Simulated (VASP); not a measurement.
# Al3GaN4 (R3m) in VASP: notebook

Al3GaN4 is run at these levels: PBEsol; tasks: single point.

All numbers are computed with VASP 6.6.1; they aren't measurements. Logs are shortened: lines on timing, memory, paths and dates and some standing lists are left out, and cuts for length are marked.

**1. The cell of the first run**

It takes space group R3m (No. 160, trigonal). The conventional cell has a = 5.931 Å, b = 5.931 Å, c = 7.684 Å, α = 90.00°, β = 90.00°, γ = 120.00°. Within 2.4 Å of Al (site symmetry m) lie 4 N at 1.81 to 1.91 Å. Within 2.5 Å of Ga (site symmetry 3m) lie 4 N at 1.87 to 1.96 Å. Within 2.4 Å of N (site symmetry m) lie 3 Al at 1.82 to 1.91 Å and 1 Ga at 1.87 Å. Within 2.4 Å of N (site symmetry 3m) lie 3 Al at 1.81 Å and 1 Ga at 1.96 Å.

**2. Single point, PBEsol**

The input, INCAR:

```
  ALGO = Normal
  EDIFF = 1E-6
  ENCUT = 520
  GGA = PS
  ISIF = 2
  ISMEAR = 0
  LASPH = T
  LCHARG = T
  LELF = T
  LREAL = F
  LVHAR = T
  LWAVE = F
  NBANDS = 31
  NELM = 80
  PREC = Accurate
  SIGMA = 0.05
```

The input, KPOINTS:

```
k-points
0
Gamma
  6 6 6
```

The input, POSCAR:

```
Al3GaN4
1.0
    4.2749048883      0.0808706234      0.0808706234
    0.0808706234      4.2749048883      0.0808706234
    0.0808706234      0.0808706234      4.2749048883
Al Ga N
3 1 4
Direct
    0.5000000000      0.5000000000      0.0000000000
    0.5000000000      0.0000000000      0.5000000000
    0.0000000000      0.5000000000      0.5000000000
    0.0000000000      0.0000000000      0.0000000000
    0.7447140287      0.7447140287      0.2552859713
    0.7447140287      0.2552859713      0.7447140287
    0.2552859713      0.7447140287      0.7447140287
    0.2552859713      0.2552859713      0.2552859713
```

Potentials or basis: VASP PAW PBE potentials, release 64 (Al, Ga_d, N).

Command:

```
$ cat potpaw_PBE.64/Al/POTCAR potpaw_PBE.64/Ga_d/POTCAR potpaw_PBE.64/N/POTCAR > POTCAR
$ mpirun -np 1 vasp_std > vasp.out
```

OUTCAR:

```text
EDIFF = 1E-6
   ENCUT = 520
   GGA = PS
   ISIF = 2
   ISMEAR = 0
   LASPH = T
   LREAL = F
   NELM = 80
   PREC = Accurate

 ion  position               nearest neighbor table
   1  0.500  0.500  0.000-   8 1.81   7 1.82   6 1.82   5 1.91   2 2.97   3 2.97   2 2.97   4 2.97
                             3 2.97   4 2.97   3 3.08   2 3.08   4 3.08   2 3.08   3 3.08   4 3.08
   2  0.500  0.000  0.500-   8 1.81   7 1.82   5 1.82   6 1.91   1 2.97   4 2.97   1 2.97   3 2.97
                             3 2.97   4 2.97   3 3.08   1 3.08   4 3.08   1 3.08   4 3.08   3 3.08
   3  0.000  0.500  0.500-   8 1.81   6 1.82   5 1.82   7 1.91   1 2.97   4 2.97   2 2.97   4 2.97
                             1 2.97   2 2.97   2 3.08   4 3.08   4 3.08   1 3.08   1 3.08   2 3.08
   4  0.000  0.000  0.000-   6 1.87   7 1.87   5 1.87   8 1.96   2 2.97   3 2.97   1 2.97   3 2.97
                             1 2.97   2 2.97   2 3.08   3 3.08   3 3.08   1 3.08   2 3.08   1 3.08
   5  0.745  0.745  0.255-   2 1.82   3 1.82   4 1.87   1 1.91
   6  0.745  0.255  0.745-   1 1.82   3 1.82   4 1.87   2 1.91
   7  0.255  0.745  0.745-   1 1.82   2 1.82   4 1.87   3 1.91
   8  0.255  0.255  0.255-   1 1.81   2 1.81   3 1.81   4 1.96

  LATTYP: Found a trigonal (rhomboedric) cell.
 ALAT       =     4.2764344868
 COS(alpha) =     0.0381656075

  Lattice vectors:

 A1 = (   4.2749048883,   0.0808706234,   0.0808706234)
 A2 = (   0.0808706234,   4.2749048883,   0.0808706234)
 A3 = (   0.0808706234,   0.0808706234,   4.2749048883)

Analysis of symmetry for initial positions (statically):
=====================================================================
 Subroutine PRICEL returns:
 Original cell was already a primitive cell.

 Routine SETGRP: Setting up the symmetry group for a
 trigonal (rhombohedral) supercell.

 Subroutine GETGRP returns: Found  6 space group operations
 (whereof  6 operations were pure point group operations)
 out of a pool of 12 trial point group operations.

The static configuration has the point symmetry C_3v.

Analysis of symmetry for dynamics (positions and initial velocities):
=====================================================================
 Subroutine PRICEL returns:
 Original cell was already a primitive cell.

 Routine SETGRP: Setting up the symmetry group for a
 trigonal (rhombohedral) supercell.

 Subroutine GETGRP returns: Found  6 space group operations
 (whereof  6 operations were pure point group operations)
 out of a pool of 12 trial point group operations.

The dynamic configuration has the point symmetry C_3v.

 Subroutine INISYM returns: Found  6 space group operations
 (whereof  6 operations are pure point group operations),
 and found     1 'primitive' translations

----------------------------------------------------------------------------------------

                                     Primitive cell

  volume of cell :      78.0403

  direct lattice vectors                    reciprocal lattice vectors
     4.274904888  0.080870623  0.080870623     0.234087770 -0.004346143 -0.004346143
     0.080870623  4.274904888  0.080870623    -0.004346143  0.234087770 -0.004346143
     0.080870623  0.080870623  4.274904888    -0.004346143 -0.004346143  0.234087770

  length of vectors
     4.276434487  4.276434487  4.276434487     0.234168447  0.234168447  0.234168447

  position of ions in fractional coordinates (direct lattice)
     0.500000000  0.500000000  0.000000000
     0.500000000  0.000000000  0.500000000
     0.000000000  0.500000000  0.500000000
     0.000000000  0.000000000  0.000000000
     0.744714029  0.744714029  0.255285971
     0.744714029  0.255285971  0.744714029
     0.255285971  0.744714029  0.744714029
     0.255285971  0.255285971  0.255285971

  ion indices of the primitive-cell ions
   primitive index   ion index
                 1           1
                 2           2
                 3           3
                 4           4
                 5           5
                 6           6
                 7           7
                 8           8

----------------------------------------------------------------------------------------

 KPOINTS: k-points

Automatic generation of k-mesh.
 Grid dimensions read from file:
 generate k-points for:    6    6    6

 Generating k-lattice:

  Cartesian coordinates                     Fractional coordinates (reciprocal lattice)
     0.039014628 -0.000724357 -0.000724357     0.166666667  0.000000000  0.000000000
    -0.000724357  0.039014628 -0.000724357     0.000000000  0.166666667  0.000000000
    -0.000724357 -0.000724357  0.039014628     0.000000000  0.000000000  0.166666667

  Length of vectors
     0.039028075  0.039028075  0.039028075

  Shift w.r.t. Gamma in fractional coordinates (k-lattice)
     0.000000000  0.000000000  0.000000000

 Subroutine IBZKPT returns following result:
 ===========================================

 Found     32 irreducible k-points:

 Following reciprocal coordinates:
            Coordinates               Weight
  0.000000  0.000000  0.000000      1.000000
  0.166667 -0.000000  0.000000      6.000000
  0.333333 -0.000000  0.000000      6.000000
  0.500000 -0.000000  0.000000      3.000000
  0.166667  0.166667  0.000000      6.000000
  0.333333  0.166667 -0.000000     12.000000
[... 16 lines left out ...]
  0.500000  0.500000  0.166667      6.000000
 -0.333333  0.500000  0.166667     12.000000
 [... further k-points ...]
   k-points           NKPTS =     32   k-points in BZ     NKDIM =     32   number of bands    NBANDS=     31
   number of dos      NEDOS =    301   number of ions     NIONS =      8
   total plane-waves  NPLWV =  32768
   dimension x,y,z NGX =    32 NGY =   32 NGZ =   32
   dimension x,y,z NGXF=    64 NGYF=   64 NGZF=   64
   ions per type =               3   1   4
   NGX,Y,Z   is equivalent  to a cutoff of  12.44, 12.44, 12.44 a.u.
   NGXF,Y,Z  is equivalent  to a cutoff of  24.88, 24.88, 24.88 a.u.
 SYSTEM =  unknown system
   PREC   = accura    normal or accurate (medium, high low for compatibility)
   ISTART =      0    job   : 0-new  1-cont  2-samecut
   ICHARG =      2    charge: 1-file 2-atom 10-const
   ISPIN  =      1    spin polarized calculation?
   LNONCOLLINEAR =      F non collinear calculations
   LSORBIT =      F    spin-orbit coupling
   LASPH  =      T    aspherical Exc in radial PAW
   ENCUT  =  520.0 eV  38.22 Ry    6.18 a.u.   7.95  7.95  7.95*2*pi/ulx,y,z
   NELM   =     80;   NELMIN=  2; NELMDL= -5     # of ELM steps
   EDIFF  = 0.1E-05   stopping-criterion for ELM
   LREAL  =      F    real-space projection
   EDIFFG = 0.1E-04   stopping-criterion for IOM
   NSW    =      0    number of steps for IOM
   IBRION =     -1    ionic relax: 0-MD 1-quasi-New 2-CG
   NFREE  =      0    steps in history (QN), initial steepest desc. (CG)
   ISIF   =      2    stress and relaxation
   ISYM   =      2    0-nonsym 1-usesym 2-fastsym
   POTIM  = 0.5000    time-step for ionic-motion
   TEBEG  =    0.0;   TEEND  =   0.0 temperature during run
   PSTRESS=    0.0 pullay stress
   NELECT =      42.0000    total number of electrons
   NUPDOWN=      -1.0000    fix difference up-down
   EMIN   =  10.00;   EMAX   =-10.00  energy-range for DOS
   EFERMI =   0.00;   METHOD = LEGACY
   ISMEAR =     0;   SIGMA  =   0.05  broadening in eV -4-tet -1-fermi 0-gaus
   EFERMI_NEDOS =   21; number of points for ismear=-14 and -15
   IALGO  =     38    algorithm
   IMIX   =      4    mixing-type and parameters
     AMIX     =   0.40;   BMIX     =  1.00
     AMIX_MAG =   1.60;   BMIX_MAG =  1.00
  volume/ion in A,a.u.               =       9.76        65.83
  Fermi-wavevector in a.u.,A,eV,Ry     =   1.331634  2.516424 24.126534  1.773250
  Thomas-Fermi vector in A             =   2.460630
   LORBIT       =      0    0 simple, 1 ext, 2 COOP (PROOUT), +10 PAW based schemes
   GGA     = PS    functional components
   LHFCALC =     F    Hartree Fock is set to
   AEXX    =    0.0000 exact exchange contribution
   IVDW    =     0    specifies the selected vdW correction
   LEPSILON=     F    determine dielectric tensor
   LRPA    =     F    only Hartree local field effects (RPA)
 non-spin polarized calculation
 Gauss-broadening in eV      SIGMA  =   0.05
  energy-cutoff  :      520.00
  volume of cell :       78.04
 maximum number of plane-waves:      2119
   NGX = 15   NGY = 15   NGZ = 15

 number of electron      42.0000018 magnetization

 Free energy of the ion-electron system (eV)
  ---------------------------------------------------
  ext. energy  EPLUGINS =         0.00000000
  ---------------------------------------------------
  free energy    TOTEN  =       -59.18916200 eV

  energy without entropy =      -59.18916200  energy(sigma->0) =      -59.18916200

 E-fermi :   6.9201     XC(G=0): -11.7619

 val. band max:        6.6635510861   @ k =   0.1667   0.1667   0.0000
 cond. band min:       9.8108257674   @ k =   0.0000   0.0000   0.0000
 fundamental gap:      3.1472746813
 Fermi energy:         6.9200989428

 k-point     1 :       0.0000    0.0000    0.0000
  band No.  band energies     occupation
      1      -9.2374      2.00000
      2      -7.1228      2.00000
      3      -7.1228      2.00000
      4      -6.9058      2.00000
      5      -6.0163      2.00000
      6      -6.0163      2.00000
[... 23 lines left out ...]
     30      19.7858      0.00000
     31      19.7863      0.00000

 k-point     2 :       0.1667   -0.0000    0.0000
  band No.  band energies     occupation
      1      -9.0932      2.00000
      2      -7.1932      2.00000
      3      -7.1306      2.00000
      4      -6.9398      2.00000
      5      -6.0140      2.00000
      6      -6.0095      2.00000
[... 740 lines left out ...]
 k-point    24 :      -0.3333    0.5000    0.1667
  band No.  band energies     occupation
      1      -7.8178      2.00000
      2      -7.6100      2.00000
      3      -7.3390      2.00000
      4      -7.1195      2.00000
      5      -5.9824      2.00000
      6      -5.9622      2.00000
[... 23 lines left out ...]
     30      18.0606      0.00000
     31      18.4778      0.00000

 [... further k-points ...]

------------------------ aborting loop because EDIFF is reached ----------------------------------------

  FORCE on cell =-STRESS in cart. coord.  units (eV):
  Direction    XX          YY          ZZ          XY          YZ          ZX
  --------------------------------------------------------------------------------------
  -------------------------------------------------------------------------------------
  Total       11.2061801     11.2061801     11.2061801     -4.8713441     -4.8713441     -4.8713441
  in kB      230.0644098    230.0644098    230.0644098   -100.0093611   -100.0093611   -100.0093611
  external PRESSURE =     230.0644098 kB  Pullay stress =       0.0000000 kB

 VOLUME and BASIS-vectors are now :
 -----------------------------------------------------------------------------
  energy-cutoff  :      520.00
  volume of cell :       78.04
      direct lattice vectors                 reciprocal lattice vectors
     4.274904888  0.080870623  0.080870623     0.234087770 -0.004346143 -0.004346143
     0.080870623  4.274904888  0.080870623    -0.004346143  0.234087770 -0.004346143
     0.080870623  0.080870623  4.274904888    -0.004346143 -0.004346143  0.234087770

 POSITION                                       TOTAL-FORCE (eV/Angst)
 -----------------------------------------------------------------------------------
      2.17789      2.17789      0.08087         0.436463      0.436463      0.466271
      2.17789      0.08087      2.17789         0.436463      0.466271      0.436463
      0.08087      2.17789      2.17789         0.466271      0.436463      0.436463
      0.00000      0.00000      0.00000         0.460460      0.460460      0.460460
      3.26445      3.26445      1.21177        -0.461845     -0.461845     -0.484445
      3.26445      1.21177      3.26445        -0.461845     -0.484445     -0.461845
      1.21177      3.26445      3.26445        -0.484445     -0.461845     -0.461845
      1.13261      1.13261      1.13261        -0.391521     -0.391521     -0.391521
 -----------------------------------------------------------------------------------
    total drift:                               -0.000639     -0.000639     -0.000639

  FREE ENERGIE OF THE ION-ELECTRON SYSTEM (eV)
  ---------------------------------------------------
  free  energy   TOTEN  =       -59.1891620027 eV

  energy  without entropy=      -59.1891620027  energy(sigma->0) =      -59.18916200
```

It took 33 s on 1 thread of Intel Xeon 6975P-C, shared host; peak memory 0.22 GiB.

Results:

* Free energy: -59.1892 eV
* Pressure: 23.0 GPa
* Largest force: 0.813 eV/Å
* Band gap on the k mesh: 3.15 eV, indirect (the least direct gap lies 2.3 meV higher)

Forces in eV/Å, atoms in the order of the input:
```
Al   0.436  0.436  0.466
Al   0.436  0.466  0.436
Al   0.466  0.436  0.436
Ga   0.460  0.460  0.460
N   -0.462 -0.462 -0.484
N   -0.462 -0.484 -0.462
N   -0.484 -0.462 -0.462
N   -0.392 -0.392 -0.392
```

Stress tensor (GPa, compression positive):
```
 23.01 -10.00 -10.00
-10.00  23.01 -10.00
-10.00 -10.00  23.01
```

Caveat: the PAW data sets were made with another functional, which shifts forces and pressure a little. A k mesh can miss the band edges.

**3. Single point, PBEsol**

This run uses another cell than the first one, of 9.97 Å³/atom, 1.022 times its volume.

The input, INCAR:

```
PREC     = Accurate       # precision mode
ENCUT    = 520            # plane-wave cutoff, eV
EDIFF    = 1E-6           # SCF threshold, eV
ISMEAR   = 0              # smearing method
SIGMA    = 0.05           # smearing width, eV
LREAL    = False          # projectors in reciprocal space
LASPH    = True           # aspherical terms in the spheres
NELM     = 80             # most SCF steps
ALGO     = Normal         # electronic algorithm
ISIF     = 2              # what is computed and relaxed
LWAVE    = False          # write WAVECAR
LCHARG   = False          # write CHGCAR
GGA      = PS             # functional
NBANDS   = 31             # bands
```

The input, KPOINTS:

```
regular mesh
0
Gamma
  6 6 6
```

Edit POSCAR of step 2 so:

```diff
@@ -2,5 +2,5 @@
 1.0
-    4.2749048883      0.0808706234      0.0808706234
-    0.0808706234      4.2749048883      0.0808706234
-    0.0808706234      0.0808706234      4.2749048883
+    4.3189760727     -0.2423915143     -0.2423915143
+   -0.2423915143      4.3189760727     -0.2423915143
+   -0.2423915143     -0.2423915143      4.3189760727
 Al Ga N
```

Potentials or basis: VASP PAW PBE potentials, release 64 (Al, Ga_d, N).

Command:

```
$ cat potpaw_PBE.64/Al/POTCAR potpaw_PBE.64/Ga_d/POTCAR potpaw_PBE.64/N/POTCAR > POTCAR
$ mpirun -np 1 vasp_std > vasp.out
```

OUTCAR:

```text
PREC = Accurate
   ENCUT = 520
   EDIFF = 1E-6
   ISMEAR = 0
   LREAL = False
   LASPH = True
   NELM = 80
   ISIF = 2
   GGA = PS

 ion  position               nearest neighbor table
   1  0.500  0.500  0.000-   5 1.65   6 1.93   7 1.93   8 1.93   4 2.89   4 2.89   2 2.89   2 2.89
                             3 2.89   3 2.89   2 3.23   3 3.23   3 3.23   2 3.23
   2  0.500  0.000  0.500-   6 1.65   7 1.93   5 1.93   8 1.93   3 2.89   3 2.89   4 2.89   1 2.89
[... 1037 lines left out ...]
  Total       13.3048607     13.3048607     13.3048607     17.6875146     17.6875146     17.6875146
  in kB      267.2125145    267.2125145    267.2125145    355.2329763    355.2329763    355.2329763
  external PRESSURE =     267.2125145 kB  Pullay stress =       0.0000000 kB

 VOLUME and BASIS-vectors are now :
 -----------------------------------------------------------------------------
  energy-cutoff  :      520.00
  volume of cell :       79.77
      direct lattice vectors                 reciprocal lattice vectors
     4.318976073 -0.242391514 -0.242391514     0.233092021  0.013859526  0.013859526
    -0.242391514  4.318976073 -0.242391514     0.013859526  0.233092021  0.013859526
    -0.242391514 -0.242391514  4.318976073     0.013859526  0.013859526  0.233092021

 POSITION                                       TOTAL-FORCE (eV/Angst)
 -----------------------------------------------------------------------------------
      2.03829      2.03829     -0.24239        -2.590243     -2.590243     -2.882102
      2.03829     -0.24239      2.03829        -2.590243     -2.882102     -2.590243
     -0.24239      2.03829      2.03829        -2.882102     -2.590243     -2.590243
      0.00000      0.00000      0.00000        -2.677060     -2.677060     -2.677060
      2.97401      2.97401      0.74155         2.650050      2.650050      2.909645
      2.97401      0.74155      2.97401         2.650050      2.909645      2.650050
      0.74155      2.97401      2.97401         2.909645      2.650050      2.650050
      0.97882      0.97882      0.97882         2.529901      2.529901      2.529901
 -----------------------------------------------------------------------------------
    total drift:                                0.001457      0.001457      0.001457

  FREE ENERGIE OF THE ION-ELECTRON SYSTEM (eV)
  ---------------------------------------------------
  free  energy   TOTEN  =       -56.7592100956 eV

  energy  without entropy=      -56.7592100956  energy(sigma->0) =      -56.75921010
```

Run time: 39 s. Hardware: 1 thread of Intel Xeon 6975P-C, shared host; peak memory 0.22 GiB.

Results:

| Quantity | Value |
| --- | --- |
| Free energy | -56.7592 eV |
| Pressure | 26.7 GPa |
| Largest force | 4.745 eV/Å |
| Band gap on the k mesh | 2.63 eV, direct |

Forces in eV/Å, atoms in the order of the input:
```
Al  -2.590 -2.590 -2.882
Al  -2.590 -2.882 -2.590
Al  -2.882 -2.590 -2.590
Ga  -2.677 -2.677 -2.677
N    2.650  2.650  2.910
N    2.650  2.910  2.650
N    2.910  2.650  2.650
N    2.530  2.530  2.530
```

Stress tensor (GPa, compression positive):
```
26.72 35.52 35.52
35.52 26.72 35.52
35.52 35.52 26.72
```

Caveat: the PAW data sets were made with another functional, which shifts forces and pressure a little.

**4. Single point, PBEsol**

This run uses another cell than the first one, of 9.98 Å³/atom, 1.023 times its volume.

The input, INCAR:

```
ALGO = Normal
EDIFF = 1E-6
ENCUT = 520
GGA = PS
ISIF = 2
ISMEAR = 0
LASPH = True
LCHARG = False
LREAL = False
LWAVE = False
NBANDS = 31
NELM = 100
PREC = Accurate
SIGMA = 0.05
```

The input, KPOINTS:

```
k-points
0
Gamma
  6 6 6
```

Edit POSCAR of step 3 so:

```diff
@@ -2,5 +2,5 @@
 1.0
-    4.3189760727     -0.2423915143     -0.2423915143
-   -0.2423915143      4.3189760727     -0.2423915143
-   -0.2423915143     -0.2423915143      4.3189760727
+    4.3189760727      0.2423915143      0.2423915143
+    0.2423915143      4.3189760727      0.2423915143
+    0.2423915143      0.2423915143      4.3189760727
 Al Ga N
```

Command:

```
$ cat potpaw_PBE.64/Al/POTCAR potpaw_PBE.64/Ga_d/POTCAR potpaw_PBE.64/N/POTCAR > POTCAR
$ mpirun -np 1 vasp_std > vasp.out
```

Run time: 47 s. Hardware: 1 thread of Intel Xeon 6975P-C, shared host; peak memory 0.22 GiB.

It converged, with:

- Free energy: -57.5300 eV
- Pressure: 23.5 GPa
- Largest force: 1.417 eV/Å
- Band gap on the k mesh: 2.41 eV, direct

Forces on the atoms (eV/Å):
```
Al   0.757  0.757  0.770
Al   0.757  0.770  0.757
Al   0.770  0.757  0.757
Ga   0.790  0.790  0.790
N   -0.802 -0.802 -0.848
N   -0.802 -0.848 -0.802
N   -0.848 -0.802 -0.802
N   -0.622 -0.622 -0.622
```

Stress tensor (GPa, compression positive):
```
 23.52 -25.17 -25.17
-25.17  23.52 -25.17
-25.17 -25.17  23.52
```

Levels at points of the mesh, in eV from the valence-band top:
```tsv
k point	band 18	band 19	band 20	band 21	band 22	band 23	band 24	band 25
(0.00, 0.00, 0.00)	-1.75	-1.12	0.00	0.00	2.41	2.76	2.87	2.87
(0.50, 0.00, 0.00)	-2.17	-1.91	-1.07	-0.75	4.79	5.01	5.58	5.70
(0.50, 0.50, 0.00)	-1.35	-1.19	-0.69	-0.51	6.36	6.95	6.96	7.46
(0.50, 0.50, 0.50)	-0.87	-0.87	-0.18	-0.18	5.03	6.31	6.31	8.22
```

Caveat: the PAW data sets were made with another functional, which shifts forces and pressure a little. As with any semilocal functional, this PBEsol gap is likely too small.

(Continued in part 2 of 2.)
